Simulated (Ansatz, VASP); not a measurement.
**Two plane-wave programs on MnSi4**

```xyz
5
Lattice="-2.6809 2.6809 2.6809 2.6809 -2.6809 2.6809 2.6809 2.6809 -2.6809" Properties=species:S:1:pos:R:3 pbc="T T T"
Mn    0.0000    0.0000    0.0000
Si    1.3405    1.3405    1.3405
Si    1.3405    1.3405   -1.3405
Si    1.3405   -1.3405    1.3405
Si   -1.3405    1.3405    1.3405
```

Alike in both runs: task relaxation of cell and atoms; functional PBE; k mesh 4 × 4 × 4; occupations gaussian, width 0.1 eV; collinear spin.

|  | VASP | Ansatz |
| --- | --- | --- |
| version | VASP 6.6.1 | Ansatz 0.2.0 |
| potentials or method | VASP PAW PBE potentials, release 64 (Mn_pv, Si), cutoff 600 eV | scalar-relativistic, plane waves, PAW |
| valence electrons in the cell | 29 | 31 |

VASP gave:

* gap on the k mesh at the Fermi level, each at its own relaxed structure (eV): none
* net moment per atom (μB): 0.23
* size of the moment on the site where the two differ most (μB): 1.05
* relaxed volume (Å³/atom): 14.89
* relaxed cell length with the largest relative difference (Å): 4.590

Task: What did Ansatz give for the same quantities?

Result: gap on the k mesh at the Fermi level, each at its own relaxed structure (eV): none; net moment per atom (μB): 0.23; size of the moment on the site where the two differ most (μB): 1.00; relaxed volume (Å³/atom): 14.90; relaxed cell length with the largest relative difference (Å): 4.591.

Site moments also hang on the region over which each program counts them. A gap of «none» marks a metal or a gap that the smearing closes. VASP's potentials hold 29 valence electrons a cell and Ansatz's 31, so a difference there can come from the potentials and not from the codes.

The k mesh is coarse, so the values compare programs but aren't converged.
